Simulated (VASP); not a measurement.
**HC12 (a cell with a defect): single point with LDA**

HC12 (a cell with a defect):

```
CELL_PARAMETERS angstrom
1.76575 -3.53150 -1.76575
3.53150 -1.76575 1.76575
-1.76575 -3.53150 1.76575
ATOMIC_POSITIONS crystal
C 0.25000 0.00000 0.25000
C 0.08333 0.33333 0.75000
C 0.91667 0.66667 0.25000
C 0.75000 0.00000 0.75000
C 0.58333 0.33333 0.25000
C 0.41667 0.66667 0.75000
C 0.95833 0.33333 0.12500
C 0.79167 0.66667 0.62500
C 0.62500 0.00000 0.12500
C 0.45833 0.33333 0.62500
C 0.29167 0.66667 0.12500
C 0.12500 0.00000 0.62500
H 0.31944 0.44444 0.37500
```

* Program: VASP 6.6.1
* Task: single point
* Functional: LDA
* Potentials or basis: VASP PAW LDA potentials, release 64 (C, H)
* Cutoff: 520 eV
* k mesh: 6 × 6 × 6
* Occupations: gaussian, width 0.05 eV
* Spin: no spin polarisation
* Dipole correction: no
* Charge: 1
* Further INCAR settings: ALGO = Normal; EDIFF = 1e-06; NBANDS = 36; NELECT = 48.0

The largest force is 10.027 eV/Å.

Forces in eV/Å, atoms in the order of the input:
```
C   -0.346 -0.157  0.041
C   -0.917  0.334  0.615
C   -0.074  0.726  0.636
C    0.146  0.120 -0.393
C    2.113 -2.124 -9.569
C    0.124  0.038 -0.494
C    0.594 -0.430  0.034
C   -0.184  0.004  0.496
C    0.019  0.459 -0.339
C   -1.964 -2.974  1.088
C    2.816  1.983  0.865
C   -0.150 -0.108  0.250
H   -2.178  2.127  6.769
```

Levels at points of the mesh, in eV from the Fermi level:
```csv
k point,band 22,band 23,band 24,band 25,band 26,band 27
"(0.00, 0.00, 0.00)",-0.39,-0.38,-0.23,3.85,5.19,5.29
"(0.50, 0.00, 0.00)",-4.39,-2.55,-2.09,4.25,5.98,6.04
"(0.50, 0.50, 0.00)",-4.38,-2.72,-2.17,5.45,5.59,6.15
"(0.00, 0.50, 0.00)",-3.11,-2.06,-1.50,3.54,4.42,5.79
"(0.00, 0.00, 0.50)",-2.23,-1.89,-1.82,4.39,6.60,7.06
"(0.50, 0.00, 0.50)",-3.59,-3.11,-3.08,3.49,4.41,5.24
"(0.50, 0.50, 0.50)",-3.59,-3.10,-3.03,3.10,4.49,5.31
"(0.00, 0.50, 0.50)",-4.33,-4.25,-4.08,3.95,5.52,5.99
```

Run time: 2.3 min on 1 thread of Intel(R) Xeon(R) 6975P-C (Granite Rapids) (shared host), peak memory 0.26 GiB.

Caveat: the cell carries a net charge on a neutralising background, which shifts energy and pressure; the cell is charged against a uniform background, so pressure and absolute levels hang on convention.
